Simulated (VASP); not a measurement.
SiO2: single point with PBE

Crystal: SiO2.

```
CELL_PARAMETERS angstrom
5.07993 0.00000 0.00000
-2.53996 4.39935 0.00000
0.00000 0.00000 5.47713
ATOMIC_POSITIONS crystal
Si 0.00000 0.50000 0.33333
Si 0.50000 0.50000 0.66667
Si 0.50000 0.00000 0.00000
O 0.59998 0.79999 0.83333
O 0.79999 0.59998 0.50000
O 0.79999 0.20001 0.16667
O 0.40002 0.20001 0.83333
O 0.20001 0.40002 0.50000
O 0.20001 0.79999 0.16667
```

```json
{
  "Program": "VASP 6.6.1",
  "Task": "single point",
  "Functional": "PBE",
  "Potentials or basis": "VASP PAW PBE potentials, release 64 (Si, O)",
  "Cutoff": "520 eV",
  "k mesh": "1 × 1 × 1",
  "Occupations": "gaussian, width 0.02 eV",
  "Spin": "no spin polarisation"
}
```

```json
{"Pressure": "0.1 GPa", "Largest force": "0.018 eV/Å", "Band gap on the k mesh": "5.67 eV"}
```

Forces in eV/Å, atoms in the order of the input:
```
Si   0.000  0.000  0.000
Si   0.000  0.000  0.000
Si   0.000  0.000  0.000
O   -0.015 -0.009  0.000
O    0.000 -0.018  0.000
O   -0.015  0.009  0.000
O    0.015  0.009  0.000
O    0.000  0.018  0.000
O    0.015 -0.009  0.000
```

Stress tensor (GPa, compression positive):
```
0.09 0.00 0.00
0.00 0.09 0.00
0.00 0.00 0.18
```

Levels at points of the mesh, in eV from the valence-band top:
| k point | band 20 | band 21 | band 22 | band 23 | band 24 | band 25 | band 26 | band 27 | band 28 | band 29 |
| --- | --- | --- | --- | --- | --- | --- | --- | --- | --- | --- |
| (0.00, 0.00, 0.00) | -0.90 | -0.90 | -0.31 | -0.31 | 0.00 | 5.67 | 8.96 | 8.96 | 9.55 | 9.55 |

It took 27 s on 1 thread of AMD EPYC 7R13, on a shared host, peak memory 0.18 GiB.

Caveat: the k points lie up to 1.43 Å⁻¹ apart. A k mesh can miss the band edges.
